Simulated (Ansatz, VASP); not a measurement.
**Two plane-wave programs on Ni**

INCAR

```
PREC = Accurate ; ENCUT = 520
EDIFF = 1E-6 ; ISMEAR = 1
SIGMA = 0.3 ; LREAL = False
LASPH = True ; NELM = 150
ALGO = Normal ; ISIF = 2
LWAVE = False ; LCHARG = False
ISPIN = 2 ; MAGMOM = 1.5
LORBIT = 11 ; LMAXMIX = 4
GGA = PE ; NBANDS = 15
```

File KPOINTS:

```
regular mesh
0
Gamma
  14 14 14
```

Contents of POSCAR:

```
Ni
1.0
    0.0000000000      1.7381270809      1.7381270809
    1.7381270809      0.0000000000      1.7381270809
    1.7381270809      1.7381270809      0.0000000000
Ni
1
Direct
    0.0000000000      0.0000000000      0.0000000000
```

Input for Ansatz:

```yaml
crystal:
  lattice:
    - [0.0, 1.7381270808983313, 1.7381270808983313]
    - [1.7381270808983313, 0.0, 1.7381270808983313]
    - [1.7381270808983313, 1.7381270808983313, 0.0]
  atoms:
    - { symbol: Ni, position: [0.0, 0.0, 0.0], spin: 1.5 }
basis:
  ecutwfc: 653.073269903712
  ecutrho_ratio: 6
kpoints:
  mp_grid:
    grid: [14, 14, 14]
hamiltonian:
  xc: pbe
  pseudopotentials:
    kind: paw
magnetization:
  spin_polarized: true
scf:
  self_checks: low
  occupations:
    method: methfessel_paxton
    width: 0.3
  eigensolver:
    kind: auto
```

Alike in both runs: task single point; functional PBE; k mesh 14 × 14 × 14; occupations methfessel-paxton of order 1, width 0.3 eV; collinear spin.

|  | VASP | Ansatz |
| --- | --- | --- |
| version | VASP 6.6.1 | Ansatz 0.2.0 |
| potentials or method | VASP PAW PBE potentials, release 64 (Ni), cutoff 520 eV | plane waves, PAW |
| valence electrons in the cell | 10 | 18 |

|  | VASP | Ansatz | Ansatz less VASP |
| --- | --- | --- | --- |
| net moment per atom (μB) | 0.59 | 0.61 | +0.013 |
| size of the moment on the site where the two differ most (μB) | 0.60 | 0.65 | +0.043 |

Site moments also hang on the region over which each program counts them. VASP's potentials hold 10 valence electrons a cell and Ansatz's 18, so a difference there can come from the potentials and not from the codes. Ansatz's warnings: stability check not made.
